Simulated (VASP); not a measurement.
Runs of VASP 6.6.1 on BiB. The structure is that of space group F-43m (No. 216), or close to it. The cells are those of the table. 

| task | level | cell | k mesh | cutoff (eV) | gap on the mesh (eV) | pressure (GPa) | relaxed volume (Å³/atom) |
| --- | --- | --- | --- | --- | --- | --- | --- |
| single point | r2SCAN+rVV10 | a = 3.867 Å, angles 60.0°, 2 atoms | 10 × 10 × 10 | 520 | 0.48 | 0.1 | - |
| single point | PBEsol | a = 3.857 Å, angles 60.0°, 2 atoms | 8 × 8 × 8 | 520 | 0.45 | 0.0 | - |
| relaxation of cell and atoms | r2SCAN+rVV10 | relaxed from a = 3.857 Å, angles 60.0°, 2 atoms | 8 × 8 × 8 | 600 | 0.47 | 0.0 | 20.47 |
| relaxation of cell and atoms | PBEsol | relaxed from a = 3.786 Å, angles 60.0°, 2 atoms | 8 × 8 × 8 | 600 | 0.45 | 0.0 | (a) |
| single point | r2SCAN+rVV10 | a = 3.867 Å, angles 60.0°, 2 atoms | 8 × 8 × 8 | 520 | 0.48 | 0.1 | - |

Alike in all rows: potentials or basis VASP PAW PBE potentials, release 64 (B, Bi_d); no spin polarisation; smearing fermi-dirac 0.03 eV.

**Question.** Estimate the missing entries.

**Answer.** (a) 20.28.

Caveats: the structure was generated, so it needn't be the stable form of BiB; the PAW data sets were made with another functional, which shifts forces and pressure a little; spin-orbit coupling is left out, which moves the levels of the heavy elements.

A k mesh can miss the band edges, and the runs leave out spin-orbit coupling on Bi.
